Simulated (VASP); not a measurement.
Input of a VASP 6.6.1 run:

File INCAR:

```
PREC = Accurate
ENCUT = 520
EDIFF = 1E-6
ISMEAR = 0
SIGMA = 0.05
LREAL = False
LASPH = True
NELM = 80
ALGO = Normal
ISIF = 2
LWAVE = False
LCHARG = False
GGA = PE
NBANDS = 16
```

Contents of KPOINTS:

```
regular mesh
0
Gamma
  12 12 12
```

File POSCAR:

```
ZnS
1.0
    0.0000000000      2.7046490548      2.7046490548
    2.7046490548      0.0000000000      2.7046490548
    2.7046490548      2.7046490548      0.0000000000
Zn S
1 1
Direct
    0.0000000000      0.0000000000      0.0000000000
    0.7500000000      0.7500000000      0.7500000000
```

Potentials or basis: VASP PAW PBE potentials, release 64 (Zn, S).

The run is started by

```bash
$ cat potpaw_PBE.64/Zn/POTCAR potpaw_PBE.64/S/POTCAR > POTCAR
$ mpirun -np 1 vasp_std > vasp.out
```

Question: Predict the pressure.

Answer: 1.5 GPa.

Question: Estimate the band gap on the k mesh.

Answer: 2.10 eV, direct.

**What was measured.**

From “Electronic, vibrational, and thermodynamic properties of ZnS (zincblende and rocksalt structure)”, 2009, arxiv:0911.5022, for a bulk crystal of ZnS at 19 K: band gap 3.85 eV (direct).

Measured gap of ZnS: 3.85 eV (direct; 19 K; quoted in “Electronic, vibrational, and thermodynamic properties of ZnS (zincblende and rocksalt structure)”, 2009, arxiv:0911.5022). This calculation gives 2.10 eV (-1.75 eV). The value is that of PBE on a finite k mesh, which can miss the band edges, without temperature or zero-point motion. Semilocal functionals fall short of measured gaps as a rule.
